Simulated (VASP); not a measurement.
TaN: single point with PBEsol

Crystal: TaN.

```
CELL_PARAMETERS angstrom
2.97666 0.00000 0.00000
-1.48833 2.57787 0.00000
0.00000 0.00000 2.92094
ATOMIC_POSITIONS crystal
Ta 0.33333 0.66667 0.50000
N 0.00000 0.00000 0.00000
```

```
Program             : VASP 6.6.1
Task                : single point
Functional          : PBEsol
Potentials or basis : VASP PAW PBE potentials, release 64 (Ta_pv, N)
Cutoff              : 520 eV
k mesh              : 9 × 9 × 8
Occupations         : fermi-dirac, width 0.1 eV
Spin                : no spin polarisation
```

```json
{
  "Pressure": "-16.6 GPa",
  "Band gap on the k mesh": "zero (band 8 reaches 7.82 eV, above the bottom of band 9 at 7.59 eV)"
}
```

Stress tensor (GPa, compression positive):
```
-16.12   0.00   0.00
  0.00 -16.12   0.00
  0.00   0.00 -17.42
```

Levels at points of the mesh, in eV from the Fermi level:
```csv
k point,band 6,band 7,band 8,band 9,band 10,band 11
"(0.00, 0.00, 0.00)",-4.44,-4.10,-2.91,1.87,3.37,3.37
"(0.00, 0.00, 0.50)",-3.66,-3.66,-0.15,-0.15,2.27,3.13
```

Wall time 24 s on 1 thread of Intel Xeon 8259CL, with other jobs on the host, peak memory 0.15 GiB.

Caveat: the PAW data sets were made with another functional, which shifts forces and pressure a little; spin-orbit coupling is left out, which moves the levels of the heavy elements.
